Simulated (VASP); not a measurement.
# GaN (P6_3mc) in VASP: further runs

GaN is run at these levels: PBE exchange alone; tasks: single point.

All numbers are computed with VASP 6.6.1; they aren't measurements. Logs are shortened: lines on timing, memory, paths and dates and some standing lists are left out, and cuts for length are marked.

## Step 1: The cell of the first run

Symmetry: P6_3mc, No. 186, hexagonal system. Conventional cell: a = 3.222 Å, b = 3.222 Å, c = 5.234 Å, α = 90.00°, β = 90.00°, γ = 120.00°. Within 2.6 Å of Ga (site symmetry 3m) lie 4 N at 1.96 to 1.97 Å. N (site symmetry 3m) has 4 Ga at 1.96 to 1.97 Å within 2.6 Å.

## Step 2: Single point, PBE exchange alone

Contents of INCAR:

```
  AGGAC = 0.0
  ALDAC = 0.0
  ALGO = Normal
  EDIFF = 1E-6
  ENCUT = 520
  GGA = PE
  ISIF = 2
  ISMEAR = -1
  LASPH = T
  LCHARG = F
  LREAL = F
  LWAVE = F
  NBANDS = 26
  NELM = 100
  PREC = Accurate
  SIGMA = 0.05
```

Contents of KPOINTS:

```
k-points
0
Gamma
  10 10 5
```

Contents of POSCAR:

```
GaN
1.0
    3.2218469041      0.0000000000      0.0000000000
   -1.6109234521      2.7902012661      0.0000000000
    0.0000000000      0.0000000000      5.2339814801
Ga N
2 2
Direct
    0.6666666667      0.3333333333      0.5000000000
    0.3333333333      0.6666666667      0.0000000000
    0.6666666667      0.3333333333      0.8750000000
    0.3333333333      0.6666666667      0.3750000000
```

Potentials or basis: VASP PAW PBE potentials, release 64 (Ga_d, N).

Command:

```sh
$ cat potpaw_PBE.64/Ga_d/POTCAR potpaw_PBE.64/N/POTCAR > POTCAR
$ mpirun -np 1 vasp_std > vasp.out
```

OUTCAR:

```text
EDIFF = 1E-6
   ENCUT = 520
   GGA = PE
   ISIF = 2
   ISMEAR = -1
   LASPH = T
   LREAL = F
   NELM = 100
   PREC = Accurate

 ion  position               nearest neighbor table
   1  0.667  0.333  0.500-   3 1.96   4 1.97   4 1.97   4 1.97
   2  0.333  0.667  0.000-   4 1.96   3 1.97   3 1.97   3 1.97
   3  0.667  0.333  0.875-   1 1.96   2 1.97   2 1.97   2 1.97
   4  0.333  0.667  0.375-   2 1.96   1 1.97   1 1.97   1 1.97

  LATTYP: Found a hexagonal cell.
 ALAT       =     3.2218469041
 C/A-ratio  =     1.6245283019

  Lattice vectors:

 A1 = (   3.2218469041,   0.0000000000,   0.0000000000)
 A2 = (  -1.6109234521,   2.7902012661,   0.0000000000)
 A3 = (   0.0000000000,   0.0000000000,   5.2339814801)

Analysis of symmetry for initial positions (statically):
=====================================================================
 Subroutine PRICEL returns:
 Original cell was already a primitive cell.

 Routine SETGRP: Setting up the symmetry group for a
 hexagonal supercell.

 Subroutine GETGRP returns: Found 12 space group operations
 (whereof  6 operations were pure point group operations)
 out of a pool of 24 trial point group operations.

The static configuration has the point symmetry C_3v.
 The point group associated with its full space group is C_6v.

Analysis of symmetry for dynamics (positions and initial velocities):
=====================================================================
 Subroutine PRICEL returns:
 Original cell was already a primitive cell.

 Routine SETGRP: Setting up the symmetry group for a
 hexagonal supercell.

 Subroutine GETGRP returns: Found 12 space group operations
 (whereof  6 operations were pure point group operations)
 out of a pool of 24 trial point group operations.

The dynamic configuration has the point symmetry C_3v.
 The point group associated with its full space group is C_6v.

 Subroutine INISYM returns: Found 12 space group operations
 (whereof  6 operations are pure point group operations),
 and found     1 'primitive' translations

----------------------------------------------------------------------------------------

                                     Primitive cell

  volume of cell :      47.0514

  direct lattice vectors                    reciprocal lattice vectors
     3.221846904  0.000000000  0.000000000     0.310380980  0.179198542  0.000000000
    -1.610923452  2.790201266  0.000000000     0.000000000  0.358397085  0.000000000
     0.000000000  0.000000000  5.233981480     0.000000000  0.000000000  0.191059140

  length of vectors
     3.221846904  3.221846904  5.233981480     0.358397085  0.358397085  0.191059140

  position of ions in fractional coordinates (direct lattice)
     0.666666667  0.333333333  0.500000000
     0.333333333  0.666666667  0.000000000
     0.666666667  0.333333333  0.875000000
     0.333333333  0.666666667  0.375000000

  ion indices of the primitive-cell ions
   primitive index   ion index
                 1           1
                 2           2
                 3           3
                 4           4

----------------------------------------------------------------------------------------

 KPOINTS: k-points

Automatic generation of k-mesh.
 Grid dimensions read from file:
 generate k-points for:   10   10    5

 Generating k-lattice:

  Cartesian coordinates                     Fractional coordinates (reciprocal lattice)
     0.031038098  0.017919854  0.000000000     0.100000000  0.000000000  0.000000000
     0.000000000  0.035839708  0.000000000     0.000000000  0.100000000  0.000000000
     0.000000000  0.000000000  0.038211828     0.000000000  0.000000000  0.200000000

  Length of vectors
     0.035839708  0.035839708  0.038211828

  Shift w.r.t. Gamma in fractional coordinates (k-lattice)
     0.000000000  0.000000000  0.000000000

 Subroutine IBZKPT returns following result:
 ===========================================

 Found     42 irreducible k-points:

 Following reciprocal coordinates:
            Coordinates               Weight
  0.000000  0.000000  0.000000      1.000000
  0.100000  0.000000  0.000000      6.000000
  0.200000  0.000000  0.000000      6.000000
  0.300000  0.000000  0.000000      6.000000
  0.400000  0.000000  0.000000      6.000000
  0.500000  0.000000  0.000000      3.000000
[... 16 lines left out ...]
  0.300000  0.100000  0.200000     24.000000
  0.400000  0.100000  0.200000     24.000000
 [... further k-points ...]
   k-points           NKPTS =     42   k-points in BZ     NKDIM =     42   number of bands    NBANDS=     26
   number of dos      NEDOS =    301   number of ions     NIONS =      4
   total plane-waves  NPLWV =  23040
   dimension x,y,z NGX =    24 NGY =   24 NGZ =   40
   dimension x,y,z NGXF=    48 NGYF=   48 NGZF=   80
   ions per type =               2   2
   NGX,Y,Z   is equivalent  to a cutoff of  12.38, 12.38, 12.71 a.u.
   NGXF,Y,Z  is equivalent  to a cutoff of  24.77, 24.77, 25.41 a.u.
 SYSTEM =  unknown system
   PREC   = accura    normal or accurate (medium, high low for compatibility)
   ISTART =      0    job   : 0-new  1-cont  2-samecut
   ICHARG =      2    charge: 1-file 2-atom 10-const
   ISPIN  =      1    spin polarized calculation?
   LNONCOLLINEAR =      F non collinear calculations
   LSORBIT =      F    spin-orbit coupling
   LASPH  =      T    aspherical Exc in radial PAW
   ENCUT  =  520.0 eV  38.22 Ry    6.18 a.u.   5.99  5.99  9.73*2*pi/ulx,y,z
   NELM   =    100;   NELMIN=  2; NELMDL= -5     # of ELM steps
   EDIFF  = 0.1E-05   stopping-criterion for ELM
   LREAL  =      F    real-space projection
   EDIFFG = 0.1E-04   stopping-criterion for IOM
   NSW    =      0    number of steps for IOM
   IBRION =     -1    ionic relax: 0-MD 1-quasi-New 2-CG
   NFREE  =      0    steps in history (QN), initial steepest desc. (CG)
   ISIF   =      2    stress and relaxation
   ISYM   =      2    0-nonsym 1-usesym 2-fastsym
   POTIM  = 0.5000    time-step for ionic-motion
   TEBEG  =    0.0;   TEEND  =   0.0 temperature during run
   PSTRESS=    0.0 pullay stress
   NELECT =      36.0000    total number of electrons
   NUPDOWN=      -1.0000    fix difference up-down
   EMIN   =  10.00;   EMAX   =-10.00  energy-range for DOS
   EFERMI =   0.00;   METHOD = LEGACY
   ISMEAR =    -1;   SIGMA  =   0.05  broadening in eV -4-tet -1-fermi 0-gaus
   EFERMI_NEDOS =   21; number of points for ismear=-14 and -15
   IALGO  =     38    algorithm
   IMIX   =      4    mixing-type and parameters
     AMIX     =   0.40;   BMIX     =  1.00
     AMIX_MAG =   1.60;   BMIX_MAG =  1.00
  volume/ion in A,a.u.               =      11.76        79.38
  Fermi-wavevector in a.u.,A,eV,Ry     =   1.497332  2.829547 30.504307  2.242003
  Thomas-Fermi vector in A             =   2.609234
   LORBIT       =      0    0 simple, 1 ext, 2 COOP (PROOUT), +10 PAW based schemes
   GGA     = PE    functional components
   LHFCALC =     F    Hartree Fock is set to
   AEXX    =    0.0000 exact exchange contribution
   IVDW    =     0    specifies the selected vdW correction
   LEPSILON=     F    determine dielectric tensor
   LRPA    =     F    only Hartree local field effects (RPA)
 non-spin polarized calculation
  energy-cutoff  :      520.00
  volume of cell :       47.05
 maximum number of plane-waves:      1289
 NGX is ok and might be reduce to    24
   NGX = 11   NGY = 11   NGZ = 19

 number of electron      35.9999955 magnetization

 Free energy of the ion-electron system (eV)
  ---------------------------------------------------
  ext. energy  EPLUGINS =         0.00000000
  ---------------------------------------------------
  free energy    TOTEN  =       -18.34364154 eV

  energy without entropy =      -18.34364154  energy(sigma->0) =      -18.34364154

 E-fermi :   7.5088     XC(G=0):  -9.7754

 val. band max:        6.5870790395   @ k =   0.0000   0.0000   0.0000
 cond. band min:       8.3782580711   @ k =   0.0000   0.0000   0.0000
 fundamental gap:      1.7911790316
 Fermi energy:         7.5088322276

 k-point     1 :       0.0000    0.0000    0.0000
  band No.  band energies     occupation
      1      -9.0969      2.00000
      2      -8.2721      2.00000
      3      -6.7748      2.00000
      4      -6.7558      2.00000
      5      -6.7558      2.00000
      6      -6.6979      2.00000
[... 18 lines left out ...]
     25      18.0582      0.00000
     26      18.0582      0.00000

 k-point     2 :       0.1000    0.0000    0.0000
  band No.  band energies     occupation
      1      -9.0066      2.00000
      2      -8.2504      2.00000
      3      -6.7632      2.00000
      4      -6.7429      2.00000
      5      -6.7245      2.00000
      6      -6.6872      2.00000
[... 18 lines left out ...]
     25      17.6750      0.00000
     26      18.2615      0.00000

 k-point     3 :       0.2000    0.0000    0.0000
  band No.  band energies     occupation
      1      -8.7751      2.00000
      2      -8.2022      2.00000
      3      -6.7340      2.00000
      4      -6.7149      2.00000
      5      -6.6652      2.00000
      6      -6.6333      2.00000
[... 18 lines left out ...]
     25      17.9239      0.00000
     26      18.7283      0.00000

 k-point     4 :       0.3000    0.0000    0.0000
  band No.  band energies     occupation
      1      -8.5145      2.00000
      2      -8.1589      2.00000
      3      -6.7119      2.00000
      4      -6.6950      2.00000
      5      -6.6257      2.00000
      6      -6.5766      2.00000
[... 18 lines left out ...]
     25      18.1145      0.00000
     26      19.3821      0.00000

 k-point     5 :       0.4000    0.0000    0.0000
  band No.  band energies     occupation
      1      -8.3415      2.00000
      2      -8.1361      2.00000
      3      -6.7079      2.00000
      4      -6.6904      2.00000
      5      -6.6087      2.00000
      6      -6.5591      2.00000
[... 18 lines left out ...]
     25      18.7344      0.00000
     26      19.6325      0.00000

 k-point     6 :       0.5000    0.0000    0.0000
  band No.  band energies     occupation
      1      -8.2864      2.00000
      2      -8.1302      2.00000
      3      -6.7103      2.00000
      4      -6.6906      2.00000
      5      -6.6031      2.00000
      6      -6.5615      2.00000
[... 427 lines left out ...]
 k-point    21 :       0.1000    0.1000    0.2000
  band No.  band energies     occupation
      1      -8.7542      2.00000
      2      -8.2402      2.00000
      3      -6.7350      2.00000
      4      -6.7192      2.00000
      5      -6.6784      2.00000
      6      -6.6707      2.00000
[... 18 lines left out ...]
     25      17.3004      0.00000
     26      18.3410      0.00000

 k-point    22 :       0.2000    0.1000    0.2000
  band No.  band energies     occupation
      1      -8.5304      2.00000
      2      -8.1845      2.00000
      3      -6.7098      2.00000
      4      -6.6983      2.00000
      5      -6.6506      2.00000
      6      -6.6228      2.00000
[... 18 lines left out ...]
     25      17.5726      0.00000
     26      18.9279      0.00000

 k-point    23 :       0.3000    0.1000    0.2000
  band No.  band energies     occupation
      1      -8.3434      2.00000
      2      -8.1457      2.00000
      3      -6.7027      2.00000
      4      -6.6874      2.00000
      5      -6.6262      2.00000
      6      -6.5718      2.00000
[... 18 lines left out ...]
     25      17.9152      0.00000
     26      19.3514      0.00000

 k-point    24 :       0.4000    0.1000    0.2000
  band No.  band energies     occupation
      1      -8.2506      2.00000
      2      -8.1301      2.00000
      3      -6.7093      2.00000
      4      -6.6815      2.00000
      5      -6.6165      2.00000
      6      -6.5655      2.00000
[... 18 lines left out ...]
     25      18.4374      0.00000
     26      19.6369      0.00000

 [... further k-points ...]

------------------------ aborting loop because EDIFF is reached ----------------------------------------

  FORCE on cell =-STRESS in cart. coord.  units (eV):
  Direction    XX          YY          ZZ          XY          YZ          ZX
  --------------------------------------------------------------------------------------
  -------------------------------------------------------------------------------------
  Total        5.1798632      5.1798632      5.9051512     -0.0000000      0.0000000      0.0000000
  in kB      176.3828104    176.3828104    201.0800520     -0.0000000      0.0000000      0.0000000
  external PRESSURE =     184.6152242 kB  Pullay stress =       0.0000000 kB

 VOLUME and BASIS-vectors are now :
 -----------------------------------------------------------------------------
  energy-cutoff  :      520.00
  volume of cell :       47.05
      direct lattice vectors                 reciprocal lattice vectors
     3.221846904  0.000000000  0.000000000     0.310380980  0.179198542  0.000000000
    -1.610923452  2.790201266  0.000000000     0.000000000  0.358397085  0.000000000
     0.000000000  0.000000000  5.233981480     0.000000000  0.000000000  0.191059140

 POSITION                                       TOTAL-FORCE (eV/Angst)
 -----------------------------------------------------------------------------------
      1.61092      0.93007      2.61699        -0.000000     -0.000000     -0.121122
     -0.00000      1.86013      0.00000         0.000000     -0.000000     -0.121122
      1.61092      0.93007      4.57973        -0.000000     -0.000000      0.121122
     -0.00000      1.86013      1.96274        -0.000000      0.000000      0.121122
 -----------------------------------------------------------------------------------
    total drift:                               -0.000001     -0.000001      0.000395

  FREE ENERGIE OF THE ION-ELECTRON SYSTEM (eV)
  ---------------------------------------------------
  free  energy   TOTEN  =       -18.3436415425 eV

  energy  without entropy=      -18.3436415422  energy(sigma->0) =      -18.34364154
```

Run time: 40 s. Hardware: 1 thread of Intel Xeon Platinum 8488C (Sapphire Rapids), shared host; peak memory 0.18 GiB.

What came out:

| Item | Value |
| --- | --- |
| Free energy | -18.3436 eV |
| Pressure | 18.5 GPa |
| Largest force | 0.121 eV/Å |
| Band gap on the k mesh | 1.79 eV |

Forces in eV/Å, atoms in the order of the input:
```
Ga   0.000  0.000 -0.121
Ga   0.000  0.000 -0.121
N    0.000  0.000  0.121
N    0.000  0.000  0.121
```

Caveat: the cell stands under pressure.

## Step 3: Single point, PBE exchange alone

This run uses another cell than the first one, of 11.99 Å³/atom.

Contents of INCAR:

```
AGGAC = 0.0 ; ALDAC = 0.0
ALGO = Normal ; EDIFF = 1E-6
ENCUT = 520 ; GGA = PE
ISIF = 2 ; ISMEAR = -1
LASPH = True ; LCHARG = False
LREAL = False ; LWAVE = False
NBANDS = 26 ; NELM = 60
PREC = Accurate ; SIGMA = 0.05
```

KPOINTS is that of step 2.

Contents of POSCAR:

```
GaN
1.0
    3.2423687753      0.0000000000      0.0000000000
   -1.6211843877      2.8079737278      0.0000000000
    0.0000000000      0.0000000000      5.2673198406
Ga N
2 2
Direct
    0.6666666667      0.3333333333      0.5000000000
    0.3333333333      0.6666666667      0.0000000000
    0.6666666667      0.3333333333      0.8750000000
    0.3333333333      0.6666666667      0.3750000000
```

Potentials or basis: VASP PAW PBE potentials, release 64 (Ga_d, N).

Command:

```sh
$ cat potpaw_PBE.64/Ga_d/POTCAR potpaw_PBE.64/N/POTCAR > POTCAR
$ mpirun -np 1 vasp_std > vasp.out
```

Wall time 39 s (1 thread of Intel Xeon Platinum 8488C (Sapphire Rapids), shared host); peak memory 0.18 GiB.

It converged, with:

* Free energy: -18.4376 eV
* Pressure: 14.8 GPa
* Largest force: 0.116 eV/Å
* Band gap on the k mesh: 1.66 eV

Forces on the atoms (eV/Å):
```
Ga   0.000  0.000 -0.116
Ga   0.000  0.000 -0.116
N    0.000  0.000  0.116
N    0.000  0.000  0.116
```

Stress tensor (GPa, compression positive):
```
14.04  0.00  0.00
 0.00 14.04  0.00
 0.00  0.00 16.35
```

Levels at points of the mesh, in eV from the valence-band top:
```csv
k point,band 14,band 15,band 16,band 17,band 18,band 19,band 20,band 21,band 22,band 23
"(0.00, 0.00, 0.00)",-0.98,-0.98,-0.06,0.00,0.00,1.66,3.96,9.05,9.60,9.60
"(0.50, 0.00, 0.00)",-5.08,-3.97,-2.56,-2.05,-0.92,5.05,5.27,6.08,8.17,10.14
```

Caveat: the cell stands under pressure.
